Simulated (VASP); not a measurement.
**B: relaxation of cell and atoms with PBE**

The system is B.

```
B
1.0
     1.31080    0.75679    9.11490
    -1.31080    0.75679    9.11490
     0.00000   -1.51359    9.11490
B
4
Direct
  0.91756 0.91756 0.91756
  0.25089 0.25089 0.25089
  0.74911 0.74911 0.74911
  0.08244 0.08244 0.08244
```

```
Program                : VASP 6.6.1
Task                   : relaxation of cell and atoms
Functional             : PBE
Potentials or basis    : VASP PAW PBE potentials, release 64 (B)
Cutoff                 : 500 eV
k mesh                 : 12 × 12 × 12
Occupations            : gaussian, width 0.1 eV
Spin                   : no spin polarisation
Dipole correction      : no
Further INCAR settings : ALGO = Normal; EDIFF = 1e-07; IBRION = 2; EDIFFG = -0.05; NSW = 80; ISIF = 3
```

```json
{"Relaxed volume": "16.85 Å³/atom", "Relaxed cell": "a = 9.263 Å, b = 9.263 Å, c = 9.263 Å, α = 18.16°, β = 18.16°, γ = 18.16°", "Space group after relaxing (to 0.1 Å)": "R-3m (No. 166)", "Energy gained by relaxing": "502.8 meV/atom", "Ionic steps": "4", "Pressure after relaxing": "-0.2 GPa", "Band gap on the k mesh": "zero (bands 6 and 7 overlap by 2.62 eV)"}
```

Stress tensor (GPa, compression positive):
```
-0.39  0.00  0.00
 0.00 -0.39  0.00
 0.00  0.00  0.05
```

The path:
```tsv
step	energy change (eV)	largest force (eV/Å)	pressure (GPa)	volume (Å³)
1	0.0000	0.0021	38.83	54.25
2	-0.5866	0.0029	-16.00	83.11
3	-2.0081	0.0015	-1.10	67.90
4	-2.0113	0.0015	-0.24	67.40
```

Final structure:
```yaml
crystal:
  lattice:
    - [1.46163, 0.84388, 9.10744]
    - [-1.46163, 0.84388, 9.10744]
    - [0.00000, -1.68775, 9.10744]
  atoms:
    - { symbol: B, position: [0.91756, 0.91756, 0.91756] }
    - { symbol: B, position: [0.25089, 0.25089, 0.25089] }
    - { symbol: B, position: [0.74911, 0.74911, 0.74911] }
    - { symbol: B, position: [0.08244, 0.08244, 0.08244] }
```

Levels at points of the mesh, in eV from the Fermi level:
| k point | band 4 | band 5 | band 6 | band 7 | band 8 | band 9 |
| --- | --- | --- | --- | --- | --- | --- |
| (0.00, 0.00, 0.00) | -1.84 | 2.07 | 2.07 | 2.07 | 2.07 | 4.99 |
| (0.50, 0.00, 0.00) | -5.56 | -0.48 | -0.48 | 1.48 | 1.90 | 4.22 |
| (0.50, 0.50, 0.00) | -5.57 | -0.49 | -0.48 | 1.63 | 1.74 | 4.40 |
| (0.50, 0.50, 0.50) | -2.26 | 2.07 | 2.07 | 2.07 | 2.07 | 6.32 |

Run time: 61 min on 1 thread of Intel(R) Xeon(R) Platinum 8488C (Sapphire Rapids) (shared host), peak memory 0.73 GiB.

Caveat: the volume moved by over 15 % at a fixed basis, so the end points are rough.
